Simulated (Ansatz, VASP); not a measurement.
# Two plane-wave programs on PbS

```xyz
4
Lattice="2.9839 -2.9829 0.0000 2.9839 2.9829 0.0000 -1.0987 0.0000 11.1678" Properties=species:S:1:pos:R:3 pbc="T T T"
Pb    3.9711    0.0252    6.9587
Pb    0.9690   -0.0382    4.1483
S     0.9231   -0.0554    6.7977
S     3.9257   -0.0439    4.3343
```

Change from the starting cell: atoms moved at random, drawn with an rms of 0.05 Å.

Alike in both runs: task single point; functional PBE; k mesh 6 × 6 × 3; occupations fermi-dirac, width 0.05 eV; no spin polarisation.

|  | VASP | Ansatz |
| --- | --- | --- |
| version | VASP 6.6.1 | Ansatz 0.2.0 |
| potentials or method | VASP PAW PBE potentials, release 64 (Pb_d, S) | Ansatz PAW |
| plane-wave cutoff (eV) | 520 | 420 |
| valence electrons in the cell | 40 | 40 |

VASP gave:

```
gap on the k mesh at the Fermi level (eV) : 2.09
least direct gap on the mesh (eV)         : 2.14
rms of the force components (eV/Å)        : 0.177
```

**Question.** What did Ansatz give for the same quantities?

**Answer.** gap on the k mesh at the Fermi level (eV): 2.09; least direct gap on the mesh (eV): 2.14; rms of the force components (eV/Å): 0.179.

Atom by atom the forces differ by 0.003 eV/Å (rms over components).

Spin-orbit coupling is off throughout. Noted on Ansatz's run: odd divisions of the mesh miss points on the zone boundary, where band edges often lie, so the gap on the mesh can be too wide.
